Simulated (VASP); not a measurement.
Crystal: KBr.

```
K Br
1.0
     0.00000    3.30225    3.30225
     3.30225    0.00000    3.30225
     3.30225    3.30225    0.00000
K Br
1 1
Direct
  0.00000 0.00000 0.00000
  0.50000 0.50000 0.50000
```

Base run:

* Program: VASP 6.6.1
* Functional: r2SCAN
* Potentials or basis: VASP PAW PBE potentials, release 64 (K_sv, Br)
* Cutoff: 520 eV
* k mesh: 4 × 4 × 4
* Occupations: gaussian, width 0.01 eV
* Spin: no spin polarisation

Its results: band gap on the k mesh 5.07 eV; pressure 0.0 GPa.

After a change of settings the same cell gave: band gap on the k mesh 6.87 eV; pressure 0.2 GPa. Which change was it?
A. functional from r2SCAN to PBE-based screened hybrid with 40 % exact exchange
B. functional from r2SCAN to PBE-based screened hybrid with 5 % exact exchange
C. functional from r2SCAN to PBE; further incar settings from ALGO = Normal; EDIFF = 1e-07; NBANDS = 15 to ALGO = Normal; EDIFF = 1e-06; NBANDS = 15
D. functional from r2SCAN to HSE06; further incar settings from ALGO = Normal; EDIFF = 1e-07; NBANDS = 15 to ALGO = Normal; EDIFF = 1e-06; NBANDS = 15

A.

Caveats: the PAW data sets were made with another functional, which shifts forces and pressure a little.
